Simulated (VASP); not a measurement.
Runs of VASP 6.6.1 on Zr3Cd2. The structure is that of space group P4/mmm (No. 123), or close to it. The cells are those of the table. 

| cell | k mesh | further INCAR settings | gap on the mesh (eV) | pressure (GPa) |
| --- | --- | --- | --- | --- |
| a = 5.507, b = 5.058 Å, 5 atoms | 6 × 8 × 6 | ALGO = Fast; EDIFF = 1e-06; NBANDS = 38 | none | (a) |
| a = 5.671, b = 5.377 Å, 5 atoms | 6 × 8 × 6 | ALGO = Fast; EDIFF = 1e-06; NBANDS = 38 | none | -2.0 |
| a = 5.553, b = 5.133 Å, 5 atoms | 6 × 8 × 6 | ALGO = Fast; EDIFF = 1e-07; NBANDS = 38 | none | 1.6 |
| a = 5.595, b = 5.212, c = 5.596 Å, 5 atoms | 8 × 6 × 6 | ALGO = Fast; EDIFF = 1e-07; NBANDS = 38 | none | 0.2 |

Alike in all rows: task single point; level PBE; potentials or basis VASP PAW PBE potentials, release 64 (Zr_sv, Cd); no spin polarisation; cutoff (eV) 520; smearing gaussian 0.1 eV.

Estimate the missing entries.

(a) 3.3.

Caveats: the cell stands under pressure (at least some runs).

A k mesh can miss the band edges, and the runs leave out spin-orbit coupling on Cd, Zr.

A gap of «none» marks levels without a gap at the run's occupations.
